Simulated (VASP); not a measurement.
# TiO2 (Rutile) (P4_2/mnm) in VASP: notebook

The runs below take TiO2 (Rutile) through single point, relaxation of the atoms, with PBE.

Everything below comes from runs of VASP 6.6.1. Logs are shortened: lines on timing, memory, paths and dates and some standing lists are left out, and cuts for length are marked.

**1. The cell of the first run**

It takes space group P4_2/mnm (No. 136, tetragonal). The conventional cell has a = 4.594 Å, b = 4.594 Å, c = 2.929 Å, α = 90.00°, β = 90.00°, γ = 90.00°. Ti (site symmetry mmm) has 6 O at 1.94 to 1.97 Å within 2.6 Å. Within 2.6 Å of O (site symmetry m2m) lie 3 Ti at 1.94 to 1.97 Å and 1 O at 2.55 Å.

**2. Single point, PBE (z stretched by -1 %, then relaxed in part)**

INCAR reads:

```
SYSTEM = TiO2
  PREC = Accurate
  ENCUT = 520
  EDIFF = 1E-7
  ISMEAR = -1
  SIGMA = 0.02
  LREAL = .FALSE.
  LASPH = .TRUE.
  NELM = 100
  ALGO = Normal
  ISIF = 2
  LWAVE = .FALSE.
  LCHARG = .FALSE.
  GGA = PE
  NBANDS = 33
```

KPOINTS reads:

```
regular mesh
0
G
  7 7 10
  0 0 0
```

POSCAR reads:

```
TiO2
1.0
    4.5940000000      0.0000000000      0.0000000000
    0.0000000000      4.5940000000      0.0000000000
    0.0000000000      0.0000000000      2.9294100000
Ti O
2 4
Direct
    0.0000000000      0.0000000000      0.0000000000
    0.5000000000      0.5000000000      0.5000000000
    0.3038310707      0.3038310707      0.0000000000
    0.1961689293      0.8038310707      0.5000000000
    0.6961689293      0.6961689293      0.0000000000
    0.8038310707      0.1961689293      0.5000000000
```

Potentials or basis: VASP PAW PBE potentials, release 64 (Ti_sv, O).

Started as:

```bash
> cat potpaw_PBE.64/Ti_sv/POTCAR potpaw_PBE.64/O/POTCAR > POTCAR
> mpirun -np 1 vasp_std > vasp.out
```

OUTCAR:

```text
SYSTEM = TiO2
   PREC = Accurate
   ENCUT = 520
   EDIFF = 1E-7
   ISMEAR = -1
   LREAL = .FALSE.
   LASPH = .TRUE.
   NELM = 100
   ISIF = 2
   GGA = PE

 ion  position               nearest neighbor table
   1  0.000  0.000  0.000-   4 1.94   6 1.94   4 1.94   6 1.94   5 1.97   3 1.97
   2  0.500  0.500  0.500-   3 1.94   5 1.94   3 1.94   5 1.94   4 1.97   6 1.97
   3  0.304  0.304  0.000-   2 1.94   2 1.94   1 1.97
   4  0.196  0.804  0.500-   1 1.94   1 1.94   2 1.97
   5  0.696  0.696  0.000-   2 1.94   2 1.94   1 1.97
   6  0.804  0.196  0.500-   1 1.94   1 1.94   2 1.97

  LATTYP: Found a simple tetragonal cell.
 ALAT       =     4.5940000000
 C/A-ratio  =     0.6376599913

  Lattice vectors:

 A1 = (   4.5940000000,   0.0000000000,   0.0000000000)
 A2 = (   0.0000000000,   4.5940000000,   0.0000000000)
 A3 = (   0.0000000000,   0.0000000000,   2.9294100000)

Analysis of symmetry for initial positions (statically):
=====================================================================
 Subroutine PRICEL returns:
 Original cell was already a primitive cell.

 Routine SETGRP: Setting up the symmetry group for a
 simple tetragonal supercell.

 Subroutine GETGRP returns: Found 16 space group operations
 (whereof  8 operations were pure point group operations)
 out of a pool of 16 trial point group operations.

The static configuration has the point symmetry D_2h.
 The point group associated with its full space group is D_4h.

Analysis of symmetry for dynamics (positions and initial velocities):
=====================================================================
 Subroutine PRICEL returns:
 Original cell was already a primitive cell.

 Routine SETGRP: Setting up the symmetry group for a
 simple tetragonal supercell.

 Subroutine GETGRP returns: Found 16 space group operations
 (whereof  8 operations were pure point group operations)
 out of a pool of 16 trial point group operations.

The dynamic configuration has the point symmetry D_2h.
 The point group associated with its full space group is D_4h.

 Subroutine INISYM returns: Found 16 space group operations
 (whereof  8 operations are pure point group operations),
 and found     1 'primitive' translations

----------------------------------------------------------------------------------------

                                     Primitive cell

  volume of cell :      61.8247

  direct lattice vectors                    reciprocal lattice vectors
     4.594000000  0.000000000  0.000000000     0.217675229  0.000000000  0.000000000
     0.000000000  4.594000000  0.000000000     0.000000000  0.217675229  0.000000000
     0.000000000  0.000000000  2.929410000     0.000000000  0.000000000  0.341365667

  length of vectors
     4.594000000  4.594000000  2.929410000     0.217675229  0.217675229  0.341365667

  position of ions in fractional coordinates (direct lattice)
     0.000000000  0.000000000  0.000000000
     0.500000000  0.500000000  0.500000000
     0.303831071  0.303831071  0.000000000
     0.196168929  0.803831071  0.500000000
     0.696168929  0.696168929  0.000000000
     0.803831071  0.196168929  0.500000000

  ion indices of the primitive-cell ions
   primitive index   ion index
                 1           1
                 2           2
                 3           3
                 4           4
                 5           5
                 6           6

----------------------------------------------------------------------------------------

 KPOINTS: regular mesh

Automatic generation of k-mesh.
 Grid dimensions read from file:
 generate k-points for:    7    7   10

 Generating k-lattice:

  Cartesian coordinates                     Fractional coordinates (reciprocal lattice)
     0.031096461  0.000000000  0.000000000     0.142857143  0.000000000  0.000000000
     0.000000000  0.031096461  0.000000000     0.000000000  0.142857143  0.000000000
     0.000000000  0.000000000  0.034136567     0.000000000  0.000000000  0.100000000

  Length of vectors
     0.031096461  0.031096461  0.034136567

  Shift w.r.t. Gamma in fractional coordinates (k-lattice)
     0.000000000  0.000000000  0.000000000

 Subroutine IBZKPT returns following result:
 ===========================================

 Found     60 irreducible k-points:

 Following reciprocal coordinates:
            Coordinates               Weight
  0.000000  0.000000  0.000000      1.000000
  0.142857  0.000000  0.000000      4.000000
  0.285714  0.000000  0.000000      4.000000
  0.428571  0.000000  0.000000      4.000000
  0.142857  0.142857  0.000000      4.000000
  0.285714  0.142857  0.000000      8.000000
[... 16 lines left out ...]
  0.285714  0.000000  0.200000      8.000000
  0.428571  0.000000  0.200000      8.000000
 [... further k-points ...]
   k-points           NKPTS =     60   k-points in BZ     NKDIM =     60   number of bands    NBANDS=     33
   number of dos      NEDOS =    301   number of ions     NIONS =      6
   total plane-waves  NPLWV =  31104
   dimension x,y,z NGX =    36 NGY =   36 NGZ =   24
   dimension x,y,z NGXF=    72 NGYF=   72 NGZF=   48
   ions per type =               2   4
   NGX,Y,Z   is equivalent  to a cutoff of  13.03, 13.03, 13.62 a.u.
   NGXF,Y,Z  is equivalent  to a cutoff of  26.06, 26.06, 27.24 a.u.
 SYSTEM =  TiO2
   PREC   = accura    normal or accurate (medium, high low for compatibility)
   ISTART =      0    job   : 0-new  1-cont  2-samecut
   ICHARG =      2    charge: 1-file 2-atom 10-const
   ISPIN  =      1    spin polarized calculation?
   LNONCOLLINEAR =      F non collinear calculations
   LSORBIT =      F    spin-orbit coupling
   LASPH  =      T    aspherical Exc in radial PAW
   ENCUT  =  520.0 eV  38.22 Ry    6.18 a.u.   8.54  8.54  5.45*2*pi/ulx,y,z
   NELM   =    100;   NELMIN=  2; NELMDL= -5     # of ELM steps
   EDIFF  = 0.1E-06   stopping-criterion for ELM
   LREAL  =      F    real-space projection
   EDIFFG = 0.1E-05   stopping-criterion for IOM
   NSW    =      0    number of steps for IOM
   IBRION =     -1    ionic relax: 0-MD 1-quasi-New 2-CG
   NFREE  =      0    steps in history (QN), initial steepest desc. (CG)
   ISIF   =      2    stress and relaxation
   ISYM   =      2    0-nonsym 1-usesym 2-fastsym
   POTIM  = 0.5000    time-step for ionic-motion
   TEBEG  =    0.0;   TEEND  =   0.0 temperature during run
   PSTRESS=    0.0 pullay stress
   NELECT =      48.0000    total number of electrons
   NUPDOWN=      -1.0000    fix difference up-down
   EMIN   =  10.00;   EMAX   =-10.00  energy-range for DOS
   EFERMI =   0.00;   METHOD = LEGACY
   ISMEAR =    -1;   SIGMA  =   0.02  broadening in eV -4-tet -1-fermi 0-gaus
   EFERMI_NEDOS =   21; number of points for ismear=-14 and -15
   IALGO  =     38    algorithm
   IMIX   =      4    mixing-type and parameters
     AMIX     =   0.40;   BMIX     =  1.00
     AMIX_MAG =   1.60;   BMIX_MAG =  1.00
  volume/ion in A,a.u.               =      10.30        69.54
  Fermi-wavevector in a.u.,A,eV,Ry     =   1.504647  2.843370 30.803068  2.263962
  Thomas-Fermi vector in A             =   2.615599
   LORBIT       =      0    0 simple, 1 ext, 2 COOP (PROOUT), +10 PAW based schemes
   GGA     = PE    functional components
[... 5 lines left out ...]
 non-spin polarized calculation
  energy-cutoff  :      520.00
  volume of cell :       61.82
 maximum number of plane-waves:      1680
 NGX is ok and might be reduce to    36
   NGX = 17   NGY = 17   NGZ = 11

 number of electron      48.0000018 magnetization

 Free energy of the ion-electron system (eV)
  ---------------------------------------------------
  ext. energy  EPLUGINS =         0.00000000
  ---------------------------------------------------
  free energy    TOTEN  =       -53.61639050 eV

  energy without entropy =      -53.61639050  energy(sigma->0) =      -53.61639050

 E-fermi :   5.4935     XC(G=0): -11.4631

 val. band max:        4.9386179639   @ k =   0.0000   0.0000   0.0000
 cond. band min:       6.8027245727   @ k =   0.0000   0.0000   0.0000
 fundamental gap:      1.8641066087
 Fermi energy:         5.4935027486

 k-point     1 :       0.0000    0.0000    0.0000
  band No.  band energies     occupation
      1     -51.9377      2.00000
      2     -51.9200      2.00000
      3     -28.2552      2.00000
      4     -28.2552      2.00000
      5     -28.0841      2.00000
      6     -28.0841      2.00000
[... 25 lines left out ...]
     32      11.6176      0.00000
     33      11.6177      0.00000

 k-point     2 :       0.1429    0.0000    0.0000
  band No.  band energies     occupation
      1     -51.9369      2.00000
      2     -51.9208      2.00000
      3     -28.2484      2.00000
      4     -28.2477      2.00000
      5     -28.0925      2.00000
      6     -28.0918      2.00000
[... 25 lines left out ...]
     32      11.5463      0.00000
     33      11.5616      0.00000

 k-point     3 :       0.2857    0.0000    0.0000
  band No.  band energies     occupation
      1     -51.9344      2.00000
      2     -51.9233      2.00000
      3     -28.2293      2.00000
      4     -28.2273      2.00000
      5     -28.1148      2.00000
      6     -28.1127      2.00000
[... 25 lines left out ...]
     32      11.3849      0.00000
     33      11.4223      0.00000

 k-point     4 :       0.4286    0.0000    0.0000
  band No.  band energies     occupation
      1     -51.9308      2.00000
      2     -51.9268      2.00000
      3     -28.2050      2.00000
      4     -28.2030      2.00000
      5     -28.1405      2.00000
      6     -28.1385      2.00000
[... 25 lines left out ...]
     32      11.2629      0.00000
     33      11.2871      0.00000

 k-point     5 :       0.1429    0.1429    0.0000
  band No.  band energies     occupation
      1     -51.9361      2.00000
      2     -51.9216      2.00000
      3     -28.2577      2.00000
      4     -28.2262      2.00000
      5     -28.1153      2.00000
      6     -28.0826      2.00000
[... 604 lines left out ...]
 k-point    22 :       0.1429    0.0000    0.2000
  band No.  band energies     occupation
      1     -51.9199      2.00000
      2     -51.9069      2.00000
      3     -28.2184      2.00000
      4     -28.2058      2.00000
      5     -28.1871      2.00000
      6     -28.1785      2.00000
[... 25 lines left out ...]
     32      10.9891      0.00000
     33      11.1506      0.00000

 k-point    23 :       0.2857    0.0000    0.2000
  band No.  band energies     occupation
      1     -51.9178      2.00000
      2     -51.9088      2.00000
      3     -28.2215      2.00000
      4     -28.1983      2.00000
      5     -28.1804      2.00000
      6     -28.1670      2.00000
[... 25 lines left out ...]
     32      10.6334      0.00000
     33      11.1089      0.00000

 k-point    24 :       0.4286    0.0000    0.2000
  band No.  band energies     occupation
      1     -51.9149      2.00000
      2     -51.9117      2.00000
      3     -28.2168      2.00000
      4     -28.2067      2.00000
      5     -28.1638      2.00000
      6     -28.1534      2.00000
[... 25 lines left out ...]
     32      10.3822      0.00000
     33      11.3341      0.00000

 [... further k-points ...]
[... 5 lines left out ...]
  --------------------------------------------------------------------------------------
  -------------------------------------------------------------------------------------
  Total        2.8859267      2.8859267      3.9183152      0.0000000      0.0000000      0.0000000
  in kB       74.7883137     74.7883137    101.5424904      0.0000000      0.0000000      0.0000000
  external PRESSURE =      83.7063726 kB  Pullay stress =       0.0000000 kB

 VOLUME and BASIS-vectors are now :
 -----------------------------------------------------------------------------
  energy-cutoff  :      520.00
  volume of cell :       61.82
      direct lattice vectors                 reciprocal lattice vectors
     4.594000000  0.000000000  0.000000000     0.217675229  0.000000000  0.000000000
     0.000000000  4.594000000  0.000000000     0.000000000  0.217675229  0.000000000
     0.000000000  0.000000000  2.929410000     0.000000000  0.000000000  0.341365667

 POSITION                                       TOTAL-FORCE (eV/Angst)
 -----------------------------------------------------------------------------------
      0.00000      0.00000      0.00000         0.000000      0.000000      0.000000
      2.29700      2.29700      1.46470         0.000000      0.000000      0.000000
      1.39580      1.39580      0.00000        -0.019192     -0.019192      0.000000
      0.90120      3.69280      1.46470         0.019192     -0.019192      0.000000
      3.19820      3.19820      0.00000         0.019192      0.019192      0.000000
      3.69280      0.90120      1.46470        -0.019192      0.019192      0.000000
 -----------------------------------------------------------------------------------
    total drift:                                0.000000      0.000000      0.000000

  FREE ENERGIE OF THE ION-ELECTRON SYSTEM (eV)
  ---------------------------------------------------
  free  energy   TOTEN  =       -53.6163905004 eV

  energy  without entropy=      -53.6163905004  energy(sigma->0) =      -53.61639050
```

Run time: 1.7 min. Hardware: 1 thread of Intel Xeon Platinum 8488C (Sapphire Rapids), shared host; peak memory 0.23 GiB.

Results:

* Free energy: -53.6164 eV
* Pressure: 8.4 GPa
* Largest force: 0.027 eV/Å
* Band gap on the k mesh: 1.86 eV, direct

Forces in eV/Å, atoms in the order of the input:
```
Ti   0.000  0.000  0.000
Ti   0.000  0.000  0.000
O   -0.019 -0.019  0.000
O    0.019 -0.019  0.000
O    0.019  0.019  0.000
O   -0.019  0.019  0.000
```

Stress tensor (GPa, compression positive):
```
 7.48  0.00  0.00
 0.00  7.48  0.00
 0.00  0.00 10.15
```

Caveat: the cell differs from its parent crystal (z stretched by -1 %, then relaxed in part). A k mesh can miss the band edges.

**3. Single point, PBE**

This run uses another cell than the first one, of 10.41 Å³/atom, 1.010 times its volume.

INCAR reads:

```
ALGO = Normal ; EDIFF = 1E-7
ENCUT = 520 ; GGA = PE
ISIF = 2 ; ISMEAR = -1
LASPH = T ; LCHARG = T
LELF = T ; LREAL = F
LVHAR = T ; LWAVE = F
NBANDS = 33 ; NELM = 60
PREC = Accurate ; SIGMA = 0.02
```

KPOINTS reads:

```
k-points
0
Gamma
  7 7 10
```

POSCAR reads:

```
TiO2
1.0
    4.5940000000      0.0000000000      0.0000000000
    0.0000000000      4.5940000000      0.0000000000
    0.0000000000      0.0000000000      2.9590000000
Ti O
2 4
Direct
    0.0000000000      0.0000000000      0.0000000000
    0.5000000000      0.5000000000      0.5000000000
    0.3042802931      0.3042802931      0.0000000000
    0.1957197069      0.8042802931      0.5000000000
    0.6957197069      0.6957197069      0.0000000000
    0.8042802931      0.1957197069      0.5000000000
```

Potentials or basis: VASP PAW PBE potentials, release 64 (Ti_sv, O).

Started as:

```bash
> cat potpaw_PBE.64/Ti_sv/POTCAR potpaw_PBE.64/O/POTCAR > POTCAR
> mpirun -np 1 vasp_std > vasp.out
```

Wall time 1.7 min (1 thread of Intel Xeon Platinum 8488C (Sapphire Rapids), shared host); peak memory 0.23 GiB.

The run converged. Its results:

```
Free energy            : -53.6466 eV
Pressure               : 5.5 GPa
Largest force          : 0.027 eV/Å
Band gap on the k mesh : 1.84 eV, direct
```

Forces on the atoms (eV/Å):
```
Ti   0.000  0.000  0.000
Ti   0.000  0.000  0.000
O   -0.019 -0.019  0.000
O    0.019 -0.019  0.000
O    0.019  0.019  0.000
O   -0.019  0.019  0.000
```

Stress tensor (GPa, compression positive):
```
5.75 0.00 0.00
0.00 5.75 0.00
0.00 0.00 5.06
```

Levels at points of the mesh, in eV from the valence-band top:
| k point | band 21 | band 22 | band 23 | band 24 | band 25 | band 26 | band 27 | band 28 |
| --- | --- | --- | --- | --- | --- | --- | --- | --- |
| (0.00, 0.00, 0.00) | -0.72 | -0.46 | -0.46 | 0.00 | 1.84 | 2.13 | 2.37 | 2.47 |
| (0.00, 0.00, 0.50) | -2.38 | -2.38 | -1.43 | -1.43 | 2.95 | 2.95 | 3.15 | 3.15 |

**4. Single point, PBE (z stretched by +1 %, then relaxed in part)**

INCAR reads:

```
ALGO = Normal
EDIFF = 1E-6
ENCUT = 520
GGA = PE
ISIF = 2
ISMEAR = -1
LASPH = T
LCHARG = F
LREAL = F
LWAVE = F
NBANDS = 33
NELM = 60
PREC = Accurate
SIGMA = 0.02
```

KPOINTS is that of step 3.

POSCAR reads:

```
TiO2
1.0
    4.5940000000      0.0000000000      0.0000000000
    0.0000000000      4.5940000000      0.0000000000
    0.0000000000      0.0000000000      2.9885900000
Ti O
2 4
Direct
    0.0000000000      0.0000000000      0.0000000000
    0.5000000000      0.5000000000      0.5000000000
    0.3044286941      0.3044286941      0.0000000000
    0.1955713059      0.8044286941      0.5000000000
    0.6955713059      0.6955713059      0.0000000000
    0.8044286941      0.1955713059      0.5000000000
```

Started as:

```bash
> cat potpaw_PBE.64/Ti_sv/POTCAR potpaw_PBE.64/O/POTCAR > POTCAR
> mpirun -np 1 vasp_std > vasp.out
```

Wall time 1.7 min (1 thread of Intel Xeon Platinum 8488C (Sapphire Rapids), shared host); peak memory 0.23 GiB.

Results (log left out):

| Quantity | Value |
| --- | --- |
| Free energy | -53.6577 eV |
| Pressure | 2.7 GPa |
| Largest force | 0.006 eV/Å |
| Band gap on the k mesh | 1.81 eV, direct |

Forces in eV/Å, atoms in the order of the input:
```
Ti   0.000  0.000  0.000
Ti   0.000  0.000  0.000
O    0.004  0.004  0.000
O   -0.004  0.004  0.000
O   -0.004 -0.004  0.000
O    0.004 -0.004  0.000
```

Stress tensor (GPa, compression positive):
```
4.01 0.00 0.00
0.00 4.01 0.00
0.00 0.00 0.17
```

Levels at points of the mesh, in eV from the valence-band top:
```csv
k point,band 20,band 21,band 22,band 23,band 24,band 25,band 26,band 27,band 28,band 29
"(0.00, 0.00, 0.00)",-2.07,-0.76,-0.46,-0.46,0.00,1.81,2.11,2.29,2.39,2.39
"(0.00, 0.00, 0.50)",-2.72,-2.39,-2.39,-1.42,-1.42,2.90,2.90,3.00,3.00,3.58
```

Caveat: the cell differs from its parent crystal (z stretched by +1 %, then relaxed in part). A k mesh can miss the band edges.

(Continued in part 2 of 2.)
